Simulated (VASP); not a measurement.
Set up this calculation in VASP 6.6.1, as the native input.

| Property | Result |
| --- | --- |
| Task | single point |
| Functional | r2SCAN |
| Potentials or basis | VASP PAW PBE potentials, release 64 (Ru_pv, Te) |
| Cutoff | 520 eV |
| k mesh | 10 × 10 × 10 |
| Occupations | gaussian, width 0.05 eV |
| Spin | no spin polarisation |
| Dipole correction | no |
| Further INCAR settings | ALGO = Normal; EDIFF = 1e-07; NBANDS = 17 |

The system is TeRu.

```
CELL_PARAMETERS angstrom
0.00000 2.90581 2.90581
2.90581 0.00000 2.90581
2.90581 2.90581 0.00000
ATOMIC_POSITIONS crystal
Ru 0.00000 0.00000 0.00000
Te 0.25000 0.25000 0.25000
```

This cell differs from its parent crystal: volume scaled by 0.980.

These files were run (other wordings do the same):

POSCAR

```
TeRu
1.0
    0.0000000000      2.9058078475      2.9058078475
    2.9058078475      0.0000000000      2.9058078475
    2.9058078475      2.9058078475      0.0000000000
Ru Te
1 1
Direct
    0.0000000000      0.0000000000      0.0000000000
    0.2500000000      0.2500000000      0.2500000000
```

INCAR.step1

```
SYSTEM = TeRu
PREC = Accurate ; ENCUT = 520
ISMEAR = 0 ; SIGMA = 0.05
LREAL = .FALSE. ; LASPH = .TRUE.
NELM = 80 ; NBANDS = 17
GGA = PE ; ALGO = Normal
EDIFF = 1E-4 ; LWAVE = .TRUE.
LCHARG = .FALSE.
```

INCAR.step2

```
SYSTEM = TeRu
PREC = Accurate ; ENCUT = 520
EDIFF = 1E-7 ; ISMEAR = 0
SIGMA = 0.05 ; LREAL = .FALSE.
LASPH = .TRUE. ; NELM = 80
ALGO = Normal ; ISIF = 2
LWAVE = .FALSE. ; LCHARG = .FALSE.
METAGGA = R2SCAN ; LMIXTAU = .TRUE.
NBANDS = 17 ; ISTART = 1
```

KPOINTS

```
regular mesh
0
G
  10 10 10
  0 0 0
```

Potentials or basis: VASP PAW PBE potentials, release 64 (Ru_pv, Te).

Command:

```bash
$ cat potpaw_PBE.64/Ru_pv/POTCAR potpaw_PBE.64/Te/POTCAR > POTCAR
$ cp INCAR.step1 INCAR
$ mpirun -np 1 vasp_std > vasp.out
$ cp INCAR.step2 INCAR
$ mpirun -np 1 vasp_std > vasp.out
```

Results of the run:

| Quantity | Value |
| --- | --- |
| Pressure | 2.1 GPa |
| Band gap on the k mesh | zero (band 10 reaches 10.95 eV, above the bottom of band 11 at 7.01 eV) |

Caveat: the PAW data sets were made with another functional, which shifts forces and pressure a little; spin-orbit coupling is left out, which moves the levels of the heavy elements.

It took 78 s on 1 thread of Intel(R) Xeon(R) Platinum 8259CL CPU @ 2.50GHz (Skylake/Cascade Lake), with other jobs on the host, peak memory 0.21 GiB.
